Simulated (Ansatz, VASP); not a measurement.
## NaF: VASP beside Ansatz

```xyz
2
Lattice="0.0000 2.2511 2.2511 2.2511 0.0000 2.2511 2.2511 2.2511 0.0000" Properties=species:S:1:pos:R:3 pbc="T T T"
Na    0.0000    0.0000    0.0000
F     2.2511    2.2511    2.2511
```

Alike in both runs: functional LDA; k mesh 8 × 8 × 8; occupations gaussian, width 0.02 eV; no spin polarisation.

Ansatz relaxed the structure, and its values are those at the end. VASP's run is a single point on that final structure, the one shown.

|  | VASP | Ansatz |
| --- | --- | --- |
| version | VASP 6.6.1 | Ansatz 0.2.0 |
| potentials or method | VASP PAW LDA potentials, release 64 (Na_pv, F), cutoff 600 eV | scalar-relativistic, plane waves, PAW |
| valence electrons in the cell | 14 | 16 |

VASP gave:

| Quantity | Value |
| --- | --- |
| gap on the k mesh at the Fermi level (eV) | 6.44 |
| least direct gap on the mesh (eV) | 6.44 |
| pressure (GPa) | -0.1 |

Task: What did Ansatz give for the same quantities?

Result: gap on the k mesh at the Fermi level (eV): 6.46; least direct gap on the mesh (eV): 6.46; pressure (GPa): 0.0.

Ansatz warns that its potentials were made for another functional, while VASP's fit it. LDA's correlation is that of Perdew and Zunger in VASP and of Perdew and Wang (1992) in Ansatz. VASP's potentials hold 14 valence electrons a cell and Ansatz's 16, so a difference there can come from the potentials and not from the codes.
